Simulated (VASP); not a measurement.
A run of VASP 6.6.1:

INCAR

```
  PREC = Accurate
  ENCUT = 500
  EDIFF = 1E-6
  ISMEAR = 0
  SIGMA = 0.01
  LREAL = F
  LASPH = T
  NELM = 120
  ALGO = Normal
  ISIF = 2
  LWAVE = F
  LCHARG = F
  NBANDS = 11
  GGA_COMPAT = F
```

File KPOINTS:

```
regular mesh
0
Gamma
  8 8 8
```

POSCAR

```
AlAs
1.0
    2.8406623258      2.8406623258      0.0000000000
   -2.8406623258      2.8406623258      0.0000000000
    0.0000000000      2.8406623258      2.8406623258
Al As
1 1
Direct
    0.0000000000      0.0000000000      0.0000000000
    0.7500000000      0.2500000000      0.5000000000
```

Potentials or basis: VASP PAW LDA potentials, release 64 (Al, As).

Launch:

```sh
$ cat potpaw_LDA.64/Al/POTCAR potpaw_LDA.64/As/POTCAR > POTCAR
$ mpirun -np 1 vasp_std > vasp.out
```

Hardware: 1 thread of Intel(R) Xeon(R) Platinum 8259CL CPU @ 2.50GHz (Skylake/Cascade Lake) (shared host).

Q: How long does it take, and how much memory?

A: Run time: 16 s on 1 thread of Intel(R) Xeon(R) Platinum 8259CL CPU @ 2.50GHz (Skylake/Cascade Lake), on a shared host, peak memory 0.15 GiB. Counts: scf iterations 12, k points 29.
